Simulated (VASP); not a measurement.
Crystal: BN.

```
B N
1.0
     0.00000    1.80483    1.80483
     1.85265    0.00000    1.80483
     1.85265    1.80483    0.00000
B N
1 1
Direct
  0.00000 0.00000 0.00000
  0.25000 0.25000 0.25000
```

This cell differs from its parent crystal: uniaxial x strain +2.6%.

Base run:

* Program: VASP 6.6.1
* Functional: r2SCAN
* Potentials or basis: VASP PAW PBE potentials, release 64 (B_h, N_h)
* Cutoff: 910 eV
* k mesh: 12 × 12 × 12
* Occupations: gaussian, width 0.01 eV
* Spin: no spin polarisation

Its results: band gap on the k mesh 4.73 eV, indirect (least direct gap 9.29 eV); pressure -10.3 GPa.

**Question.** The run is repeated on the same cell with these changes: potentials or basis from VASP PAW PBE potentials, release 64 (B_h, N_h) to VASP PAW PBE potentials, release 64 (B, N); cutoff from 910 eV to 520 eV. What comes out?

**Answer.** Band gap on the k mesh 4.71 eV, indirect (least direct gap 9.27 eV); pressure -8.7 GPa.

Caveats: the PAW data sets were made with another functional, which shifts forces and pressure a little; the cutoff is under 1.25 times the usual one of these potentials, so pressure, stress and relaxed cells hold a basis-set (Pulay) error (some runs).

A k mesh can miss the band edges.
